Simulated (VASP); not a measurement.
Wanted: the native input for a VASP 6.6.1 run.

```
Task                   : single point
Functional             : PBEsol
Potentials or basis    : VASP PAW PBE potentials, release 64 (Ga_d)
Cutoff                 : 520 eV
k mesh                 : 16 × 16 × 16
Occupations            : fermi-dirac, width 0.05 eV
Spin                   : no spin polarisation
Dipole correction      : no
Further INCAR settings : ALGO = Normal; EDIFF = 1e-06; NBANDS = 12
```

The structure of Ga lies in POSCAR:

```
Ga
1.0
   -1.4298735320      1.4298735320      1.4298735320
    1.4298735320     -1.4298735320      1.4298735320
    1.4298735320      1.4298735320     -1.4298735320
Ga
1
Direct
    0.0000000000      0.0000000000      0.0000000000
```

This cell differs from its parent crystal: volume scaled by 0.65.

These files were run (other wordings do the same):

INCAR

```
SYSTEM = Ga
PREC     = Accurate       ! precision mode
ENCUT    = 520            ! plane-wave cutoff, eV
EDIFF    = 1E-6           ! SCF threshold, eV
ISMEAR   = -1             ! smearing method
SIGMA    = 0.05           ! smearing width, eV
LREAL    = .False.        ! projectors in reciprocal space
LASPH    = .True.         ! aspherical terms in the spheres
NELM     = 60             ! most SCF steps
ALGO     = Normal         ! electronic algorithm
ISIF     = 2              ! what is computed and relaxed
LWAVE    = .False.        ! write WAVECAR
LCHARG   = .True.         ! write CHGCAR
GGA      = PS             ! functional
LELF     = .True.         ! ELF
LVHAR    = .True.       
NBANDS   = 12             ! bands
```

KPOINTS

```
regular mesh
0
Gamma
  16 16 16
  0 0 0
```

Potentials or basis: VASP PAW PBE potentials, release 64 (Ga_d).

The run is started by

```bash
$ cat potpaw_PBE.64/Ga_d/POTCAR > POTCAR
$ mpirun -np 1 vasp_std > vasp.out
```

Results of the run:

```
Pressure : 71.8 GPa
```

Caveat: the PAW data sets were made with another functional, which shifts forces and pressure a little.

Wall time 6.9 s on 1 thread of Intel(R) Xeon(R) 6975P-C (Granite Rapids), on a shared host, peak memory 0.13 GiB.
